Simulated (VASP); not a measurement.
Here is a VASP 6.6.1 calculation.

POSCAR

```
Pt
1.0
   -1.5842200000      1.5842200000      1.5842200000
    1.5842200000     -1.5842200000      1.5842200000
    1.5842200000      1.5842200000     -1.5842200000
Pt
1
Direct
    0.0000000000      0.0000000000      0.0000000000
```

The input INCAR.step1:

```
  PREC = Accurate
  ENCUT = 520
  ISMEAR = -1
  SIGMA = 0.08
  LREAL = False
  LASPH = True
  NELM = 150
  ISPIN = 2
  MAGMOM = 0.2
  NUPDOWN = 0.2
  LMAXMIX = 4
  NBANDS = 15
  GGA = PE
  ALGO = Normal
  EDIFF = 1E-4
  LWAVE = True
  LCHARG = False
```

INCAR.step2

```
  PREC = Accurate
  ENCUT = 520
  EDIFF = 1E-6
  ISMEAR = -1
  SIGMA = 0.08
  LREAL = False
  LASPH = True
  NELM = 150
  ALGO = Normal
  ISIF = 2
  LWAVE = False
  LCHARG = False
  ISPIN = 2
  MAGMOM = 0.2
  LORBIT = 11
  NUPDOWN = 0.2
  LMAXMIX = 4
  METAGGA = R2SCAN
  LMIXTAU = True
  NBANDS = 15
  ISTART = 1
```

KPOINTS

```
regular mesh
0
Gamma
  13 13 13
```

Potentials or basis: VASP PAW PBE potentials, release 64 (Pt).

The run is started by

```sh
$ cat potpaw_PBE.64/Pt/POTCAR > POTCAR
$ cp INCAR.step1 INCAR
$ mpirun -np 1 vasp_std > vasp.out
$ cp INCAR.step2 INCAR
$ mpirun -np 1 vasp_std > vasp.out
```

Problem. Estimate the pressure.

Solution. -5.5 GPa.

Caveat: the PAW data sets were made with another functional, which shifts forces and pressure a little; the total moment is fixed, so each spin has its own Fermi level.
